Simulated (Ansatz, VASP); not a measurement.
**Two plane-wave programs on In**

File POSCAR:

```
In
1.0
   -1.8696844469      1.8696844469      1.8696844469
    1.8696844469     -1.8696844469      1.8696844469
    1.8696844469      1.8696844469     -1.8696844469
In
1
Direct
    0.0000000000      0.0000000000      0.0000000000
```

File INCAR.step1:

```
SYSTEM = In
ALGO = Normal ; EDIFF = 1E-5
EDIFFG = -0.005 ; ENCUT = 550
GGA = PE ; GGA_COMPAT = .False.
IBRION = 2 ; ISIF = 3
ISMEAR = -1 ; LASPH = .True.
LCHARG = .False. ; LREAL = .False.
LWAVE = .True. ; NELM = 120
NELMIN = 4 ; NSW = 100
PREC = Accurate ; SIGMA = 0.1
```

Contents of INCAR.step2:

```
SYSTEM = In
ALGO = Normal ; EDIFF = 1E-7
EDIFFG = -0.01 ; ENCUT = 550
GGA_COMPAT = .False. ; IBRION = 2
ISIF = 3 ; ISMEAR = -1
ISTART = 1 ; LASPH = .True.
LCHARG = .False. ; LMIXTAU = .True.
LREAL = .False. ; LWAVE = .False.
METAGGA = R2SCAN ; NELM = 120
NELMIN = 4 ; NSW = 80
PREC = Accurate ; SIGMA = 0.1
```

The input KPOINTS:

```
k-points
0
Gamma
  12 12 12
  0 0 0
```

Input for Ansatz:

```yaml
crystal:
  lattice:
    - [-1.8696844469, 1.8696844469, 1.8696844469]
    - [1.8696844469, -1.8696844469, 1.8696844469]
    - [1.8696844469, 1.8696844469, -1.8696844469]
  atoms:
    - { symbol: In, position: [0.0, 0.0, 0.0] }
hamiltonian:
  xc: r2scan
  pseudopotentials:
    kind: paw
    azcp:
      In: "pseudopotentials/In.paw.azcp"
basis:
  ecutwfc: 500
  fft_grid_basis: typed
kpoints:
  mp_grid: { grid: [12, 12, 12], shift: [0, 0, 0] }
magnetization:
  spin_polarized: false
scf:
  occupations: { method: fermi_dirac, width: 0.1 }
relax:
  max_steps: 60
  f_tol: 0.01
  cell: {}
```

Alike in both runs: task relaxation of cell and atoms; functional r2SCAN; k mesh 12 × 12 × 12; occupations fermi-dirac, width 0.1 eV; no spin polarisation.

|  | VASP | Ansatz |
| --- | --- | --- |
| version | VASP 6.6.1 | Ansatz 0.2.0 |
| potentials or method | VASP PAW PBE potentials, release 64 (In_d), cutoff 550 eV | plane waves (500 eV) with PAW, scalar-relativistic |
| valence electrons in the cell | 13 | 13 |

```tsv
	VASP	Ansatz	Ansatz less VASP
relaxed volume (Å³/atom)	26.70	26.67	-0.028
relaxed cell length with the largest relative difference (Å)	3.261	3.260	-0.0011
```

VASP's potentials were made for PBE, not for r2SCAN.
